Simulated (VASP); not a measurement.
TiB, 2 atoms in the cell. Symmetry: F-43m, No. 216, cubic system. The conventional cell has a = 4.230 Å, b = 4.230 Å, c = 4.230 Å, α = 90.00°, β = 90.00°, γ = 90.00°. Ti (site symmetry -43m) has 4 B at 1.83 Å within 2.4 Å. Within 2.4 Å of B (site symmetry -43m) lie 4 Ti at 1.83 Å.  This cell differs from its parent crystal: volume scaled by 1.02.

* Program: VASP 6.6.1
* Task: electric field gradients
* Functional: LDA
* Potentials or basis: VASP PAW LDA potentials, release 64 (Ti_sv, B)
* Cutoff: 520 eV
* k mesh: 13 × 13 × 13
* Occupations: fermi-dirac, width 0.05 eV
* Spin: no spin polarisation
* Dipole correction: no
* Further INCAR settings: ALGO = Normal; EDIFF = 1e-08; NBANDS = 14

Potentials or basis: VASP PAW LDA potentials, release 64 (Ti_sv, B).

Run with:

```bash
$ cat potpaw_LDA.64/Ti_sv/POTCAR potpaw_LDA.64/B/POTCAR > POTCAR
$ mpirun -np 1 vasp_std > vasp.out
```

Hardware: 1 thread of Intel(R) Xeon(R) Platinum 8375C CPU @ 2.90GHz (Ice Lake) (shared host).

Task: How long does it take, and how much memory?

Result: Wall time 17 s on 1 thread of Intel(R) Xeon(R) Platinum 8375C CPU @ 2.90GHz (Ice Lake) (shared host), peak memory 0.14 GiB. Counts: scf iterations 15, k points 84.
